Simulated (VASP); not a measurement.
# Pt (Fm-3m) in VASP: a series of runs

Aim: see how the results for Pt move with the level of theory and the settings. Levels: LDA, PBEsol, PBE. Tasks: single point.

All numbers are computed with VASP 6.6.1; they aren't measurements. Logs are shortened: lines on timing, memory, paths and dates and some standing lists are left out, and cuts for length are marked.

### 1 The cell of the first run

The structure is cubic, space group Fm-3m (No. 225). Conventional cell: a = 3.893 Å, b = 3.893 Å, c = 3.893 Å, α = 90.00°, β = 90.00°, γ = 90.00°. Pt (site symmetry m-3m) has 12 Pt at 2.75 Å within 3.6 Å.

### 2 Single point, LDA

The input, INCAR:

```
ALGO = Normal
EDIFF = 1E-6
ENCUT = 520
GGA = CA
ISIF = 2
ISMEAR = 1
LASPH = T
LCHARG = F
LREAL = F
LWAVE = F
NBANDS = 11
NELM = 100
PREC = Accurate
SIGMA = 0.1
```

The input, KPOINTS:

```
k-points
0
Gamma
  24 24 24
```

The input, POSCAR:

```
Pt
1.0
    0.0000000000      1.9465944998      1.9465944998
    1.9465944998      0.0000000000      1.9465944998
    1.9465944998      1.9465944998      0.0000000000
Pt
1
Direct
    0.0000000000      0.0000000000      0.0000000000
```

Potentials or basis: VASP PAW LDA potentials, release 64 (Pt).

Command:

```
> cat potpaw_LDA.64/Pt/POTCAR > POTCAR
> mpirun -np 1 vasp_std > vasp.out
```

OUTCAR:

```text
EDIFF = 1E-6
   ENCUT = 520
   GGA = CA
   ISIF = 2
   ISMEAR = 1
   LASPH = T
   LREAL = F
   NELM = 100
   PREC = Accurate

 ion  position               nearest neighbor table
   1  0.000  0.000  0.000-

  LATTYP: Found a face centered cubic cell.
 ALAT       =     3.8931889996

  Lattice vectors:

 A1 = (   0.0000000000,   1.9465944998,   1.9465944998)
 A2 = (   1.9465944998,   0.0000000000,   1.9465944998)
 A3 = (   1.9465944998,   1.9465944998,   0.0000000000)

Analysis of symmetry for initial positions (statically):
=====================================================================
 Subroutine PRICEL returns:
 Original cell was already a primitive cell.

 Routine SETGRP: Setting up the symmetry group for a
 face centered cubic supercell.

 Subroutine GETGRP returns: Found 48 space group operations
 (whereof 48 operations were pure point group operations)
 out of a pool of 48 trial point group operations.

The static configuration has the point symmetry O_h .

Analysis of symmetry for dynamics (positions and initial velocities):
=====================================================================
 Subroutine PRICEL returns:
 Original cell was already a primitive cell.

 Routine SETGRP: Setting up the symmetry group for a
 face centered cubic supercell.

 Subroutine GETGRP returns: Found 48 space group operations
 (whereof 48 operations were pure point group operations)
 out of a pool of 48 trial point group operations.

The dynamic configuration has the point symmetry O_h .

 Subroutine INISYM returns: Found 48 space group operations
 (whereof 48 operations are pure point group operations),
 and found     1 'primitive' translations

----------------------------------------------------------------------------------------

                                     Primitive cell

  volume of cell :      14.7522

  direct lattice vectors                    reciprocal lattice vectors
     0.000000000  1.946594500  1.946594500    -0.256858837  0.256858837  0.256858837
     1.946594500  0.000000000  1.946594500     0.256858837 -0.256858837  0.256858837
     1.946594500  1.946594500  0.000000000     0.256858837  0.256858837 -0.256858837

  length of vectors
     2.752900342  2.752900342  2.752900342     0.444892557  0.444892557  0.444892557

  position of ions in fractional coordinates (direct lattice)
     0.000000000  0.000000000  0.000000000

  ion indices of the primitive-cell ions
   primitive index   ion index
                 1           1

----------------------------------------------------------------------------------------

 KPOINTS: k-points

Automatic generation of k-mesh.
 Grid dimensions read from file:
 generate k-points for:   24   24   24

 Generating k-lattice:

  Cartesian coordinates                     Fractional coordinates (reciprocal lattice)
    -0.010702452  0.010702452  0.010702452     0.041666667  0.000000000  0.000000000
     0.010702452 -0.010702452  0.010702452     0.000000000  0.041666667  0.000000000
     0.010702452  0.010702452 -0.010702452     0.000000000  0.000000000  0.041666667

  Length of vectors
     0.018537190  0.018537190  0.018537190

  Shift w.r.t. Gamma in fractional coordinates (k-lattice)
     0.000000000  0.000000000  0.000000000

 Subroutine IBZKPT returns following result:
 ===========================================

 Found    413 irreducible k-points:

 Following reciprocal coordinates:
            Coordinates               Weight
  0.000000  0.000000  0.000000      1.000000
  0.041667  0.000000  0.000000      8.000000
  0.083333  0.000000  0.000000      8.000000
  0.125000  0.000000  0.000000      8.000000
  0.166667  0.000000  0.000000      8.000000
  0.208333  0.000000  0.000000      8.000000
[... 16 lines left out ...]
  0.416667  0.041667  0.000000     24.000000
  0.458333  0.041667  0.000000     24.000000
 [... further k-points ...]
   k-points           NKPTS =    413   k-points in BZ     NKDIM =    413   number of bands    NBANDS=     11
   number of dos      NEDOS =    301   number of ions     NIONS =      1
   total plane-waves  NPLWV =   8000
   dimension x,y,z NGX =    20 NGY =   20 NGZ =   20
   dimension x,y,z NGXF=    40 NGYF=   40 NGZF=   40
   ions per type =               1
   NGX,Y,Z   is equivalent  to a cutoff of  12.08, 12.08, 12.08 a.u.
   NGXF,Y,Z  is equivalent  to a cutoff of  24.16, 24.16, 24.16 a.u.
 SYSTEM =  unknown system
   PREC   = accura    normal or accurate (medium, high low for compatibility)
   ISTART =      0    job   : 0-new  1-cont  2-samecut
   ICHARG =      2    charge: 1-file 2-atom 10-const
   ISPIN  =      1    spin polarized calculation?
   LNONCOLLINEAR =      F non collinear calculations
   LSORBIT =      F    spin-orbit coupling
   LASPH  =      T    aspherical Exc in radial PAW
   ENCUT  =  520.0 eV  38.22 Ry    6.18 a.u.   5.12  5.12  5.12*2*pi/ulx,y,z
   NELM   =    100;   NELMIN=  2; NELMDL= -5     # of ELM steps
   EDIFF  = 0.1E-05   stopping-criterion for ELM
   LREAL  =      F    real-space projection
   EDIFFG = 0.1E-04   stopping-criterion for IOM
   NSW    =      0    number of steps for IOM
   IBRION =     -1    ionic relax: 0-MD 1-quasi-New 2-CG
   NFREE  =      0    steps in history (QN), initial steepest desc. (CG)
   ISIF   =      2    stress and relaxation
   ISYM   =      2    0-nonsym 1-usesym 2-fastsym
   POTIM  = 0.5000    time-step for ionic-motion
   TEBEG  =    0.0;   TEEND  =   0.0 temperature during run
   PSTRESS=    0.0 pullay stress
   NELECT =      10.0000    total number of electrons
   NUPDOWN=      -1.0000    fix difference up-down
   EMIN   =  10.00;   EMAX   =-10.00  energy-range for DOS
   EFERMI =   0.00;   METHOD = LEGACY
   ISMEAR =     1;   SIGMA  =   0.10  broadening in eV -4-tet -1-fermi 0-gaus
   EFERMI_NEDOS =   21; number of points for ismear=-14 and -15
   IALGO  =     38    algorithm
   IMIX   =      4    mixing-type and parameters
     AMIX     =   0.40;   BMIX     =  1.00
     AMIX_MAG =   1.60;   BMIX_MAG =  1.00
  volume/ion in A,a.u.               =      14.75        99.55
  Fermi-wavevector in a.u.,A,eV,Ry     =   1.438101  2.717617 28.138672  2.068134
  Thomas-Fermi vector in A             =   2.557105
   LORBIT       =      0    0 simple, 1 ext, 2 COOP (PROOUT), +10 PAW based schemes
   GGA     = CA    functional components
   LHFCALC =     F    Hartree Fock is set to
   AEXX    =    0.0000 exact exchange contribution
   IVDW    =     0    specifies the selected vdW correction
   LEPSILON=     F    determine dielectric tensor
   LRPA    =     F    only Hartree local field effects (RPA)
 non-spin polarized calculation
 Methfessel and Paxton  Order N= 1 SIGMA  =   0.10
  energy-cutoff  :      520.00
  volume of cell :       14.75
 maximum number of plane-waves:       415
   NGX = 11   NGY = 11   NGZ = 11

 number of electron      10.0000000 magnetization

 Free energy of the ion-electron system (eV)
  ---------------------------------------------------
  ext. energy  EPLUGINS =         0.00000000
  ---------------------------------------------------
  free energy    TOTEN  =        -7.50444373 eV

  energy without entropy =       -7.50316251  energy(sigma->0) =       -7.50401666

 E-fermi :  11.5652     XC(G=0): -13.8156

 val. band max:       11.5628716108   @ k =   0.4583   0.3333   0.0417
 cond. band min:      11.5693089599   @ k =  -0.4583   0.2083   0.0000
 fundamental gap:      0.0064373491
 Fermi energy:        11.5651626444

 k-point     1 :       0.0000    0.0000    0.0000
  band No.  band energies     occupation
      1       1.0785      2.00000
      2       7.6155      2.00000
      3       7.6155      2.00000
      4       7.6155      2.00000
      5       9.8902      2.00000
      6       9.8902      2.00000
      7      26.1289      0.00000
      8      31.1776      0.00000
      9      31.1776      0.00000
     10      31.1776      0.00000
     11      36.7121      0.00000

 k-point     2 :       0.0417    0.0000    0.0000
  band No.  band energies     occupation
      1       1.1504      2.00000
      2       7.5821      2.00000
      3       7.6450      2.00000
      4       7.6450      2.00000
      5       9.8728      2.00000
      6       9.8728      2.00000
      7      26.2445      0.00000
      8      30.7868      0.00000
      9      31.2905      0.00000
     10      31.2905      0.00000
     11      37.1576      0.00000

 k-point     3 :       0.0833    0.0000    0.0000
  band No.  band energies     occupation
      1       1.3626      2.00000
      2       7.4899      2.00000
      3       7.7275      2.00000
      4       7.7275      2.00000
      5       9.8286      2.00000
      6       9.8286      2.00000
      7      26.5750      0.00000
      8      29.8690      0.00000
      9      31.6238      0.00000
     10      31.6238      0.00000
     11      38.1067      0.00000

 k-point     4 :       0.1250    0.0000    0.0000
  band No.  band energies     occupation
      1       1.7030      2.00000
      2       7.3629      2.00000
      3       7.8434      2.00000
      4       7.8434      2.00000
      5       9.7821      2.00000
      6       9.7821      2.00000
      7      27.0661      0.00000
      8      28.7461      0.00000
      9      32.1604      0.00000
     10      32.1604      0.00000
     11      38.1304      0.00000

 k-point     5 :       0.1667    0.0000    0.0000
  band No.  band energies     occupation
      1       2.1482      2.00000
      2       7.2403      2.00000
      3       7.9567      2.00000
      4       7.9567      2.00000
      5       9.7757      2.00000
      6       9.7757      2.00000
      7      27.5501      0.00000
      8      27.6073      0.00000
      9      32.8702      0.00000
     10      32.8702      0.00000
     11      36.7841      0.00000
[... 211 lines left out ...]
 k-point    21 :       0.3333    0.0417    0.0000
  band No.  band energies     occupation
      1       3.8161      2.00000
      2       7.7671      2.00000
      3       7.8648      2.00000
      4       7.9263      2.00000
      5      10.4923      2.00000
      6      10.8101      2.00000
      7      22.5909      0.00000
      8      27.2561      0.00000
      9      32.5682      0.00000
     10      33.7611      0.00000
     11      36.4501      0.00000

 k-point    22 :       0.3750    0.0417    0.0000
  band No.  band energies     occupation
      1       3.9729      2.00000
      2       7.7037      2.00000
      3       7.8196      2.00000
      4       8.5103      2.00000
      5      10.9368      2.00000
      6      11.1338      2.00000
      7      21.0419      0.00000
      8      26.6923      0.00000
      9      31.7500      0.00000
     10      32.6732      0.00000
     11      37.7092      0.00000

 k-point    23 :       0.4167    0.0417    0.0000
  band No.  band energies     occupation
      1       4.0283      2.00000
      2       7.6056      2.00000
      3       7.7228      2.00000
      4       9.3211      2.00000
      5      11.3972      2.03887
      6      11.4057      2.04665
      7      19.5560      0.00000
      8      26.2469      0.00000
      9      31.0667      0.00000
     10      31.6924      0.00000
     11      38.8586      0.00000

 k-point    24 :       0.4583    0.0417    0.0000
  band No.  band energies     occupation
      1       4.0377      2.00000
      2       7.5392      2.00000
      3       7.6504      2.00000
      4      10.0392      2.00000
      5      11.5811      0.73447
      6      11.8476     -0.00048
      7      18.3098      0.00000
      8      25.9545      0.00000
      9      30.6407      0.00000
     10      30.9499      0.00000
     11      39.6740      0.00000

 [... further k-points ...]

------------------------ aborting loop because EDIFF is reached ----------------------------------------

  FORCE on cell =-STRESS in cart. coord.  units (eV):
  Direction    XX          YY          ZZ          XY          YZ          ZX
  --------------------------------------------------------------------------------------
  -------------------------------------------------------------------------------------
  Total        0.0767627      0.0767627      0.0767627      0.0000000     -0.0000000      0.0000000
  in kB        8.3368950      8.3368950      8.3368950      0.0000000     -0.0000000      0.0000000
  external PRESSURE =       8.3368950 kB  Pullay stress =       0.0000000 kB

 VOLUME and BASIS-vectors are now :
 -----------------------------------------------------------------------------
  energy-cutoff  :      520.00
  volume of cell :       14.75
      direct lattice vectors                 reciprocal lattice vectors
     0.000000000  1.946594500  1.946594500    -0.256858837  0.256858837  0.256858837
     1.946594500  0.000000000  1.946594500     0.256858837 -0.256858837  0.256858837
     1.946594500  1.946594500  0.000000000     0.256858837  0.256858837 -0.256858837

 POSITION                                       TOTAL-FORCE (eV/Angst)
 -----------------------------------------------------------------------------------
      0.00000      0.00000      0.00000         0.000000      0.000000      0.000000
 -----------------------------------------------------------------------------------
    total drift:                                0.000000     -0.000000     -0.000000

  FREE ENERGIE OF THE ION-ELECTRON SYSTEM (eV)
  ---------------------------------------------------
  free  energy   TOTEN  =        -7.5044437322 eV

  energy  without entropy=       -7.5031625058  energy(sigma->0) =       -7.50401666
```

Run time: 62 s. Hardware: 1 thread of Intel Xeon 8259CL, shared host; peak memory 0.18 GiB.

Results:

```
Free energy            : -7.5044 eV
Pressure               : 0.8 GPa
Band gap on the k mesh : zero (bands 5 and 6 overlap by 2.31 eV)
```

Caveat: spin-orbit coupling is left out, which moves the levels of the heavy elements.

(Continued in part 2 of 4.)
